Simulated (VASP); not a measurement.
Crystal: PbO.

```
Pb O
1.0
     4.05079    0.00000    0.00000
     0.00000    4.05079    0.00000
     0.00000    0.00000    5.22316
Pb O
2 2
Direct
  0.50000 0.00000 0.23222
  0.00000 0.50000 0.76778
  0.00000 0.00000 0.00000
  0.50000 0.50000 0.00000
```

* Program: VASP 6.6.1
* Task: relaxation of shape and atoms at fixed volume
* Functional: r2SCAN
* Potentials or basis: VASP PAW PBE potentials, release 64 (Pb_d, O)
* Cutoff: 600 eV
* k mesh: 6 × 6 × 4
* Occupations: gaussian, width 0.05 eV
* Spin: no spin polarisation

At the start: pressure -3.2 GPa; volume 21.43 Å³/atom.

Question: How do energy, volume and symmetry change on relaxing?

Answer: Over 5 steps the energy falls by 10.0 meV/atom; space group P4/nmm (No. 129, to 0.1 Å) before and after.

The path:
| step | energy change (eV) | largest force (eV/Å) | pressure (GPa) | volume (Å³) |
| --- | --- | --- | --- | --- |
| 1 | 0.0000 | 0.6887 | -3.24 | 85.71 |
| 2 | -0.0292 | 0.1718 | -1.63 | 85.71 |
| 3 | -0.0313 | 0.0137 | -1.02 | 85.71 |
| 4 | -0.0352 | 0.0191 | -0.80 | 85.71 |
| 5 | -0.0399 | 0.0286 | -0.14 | 85.71 |

Final structure:
```
Pb O
1.0
     3.99805    0.00000    0.00000
     0.00000    3.99805    0.00000
     0.00000    0.00000    5.36187
Pb O
2 2
Direct
  0.50000 0.00000 0.22178
  0.00000 0.50000 0.77822
  0.00000 0.00000 0.00000
  0.50000 0.50000 0.00000
```

Where two steps share one volume, the run began anew on that cell with a basis built for it.

Caveat: the PAW data sets were made with another functional, which shifts forces and pressure a little.
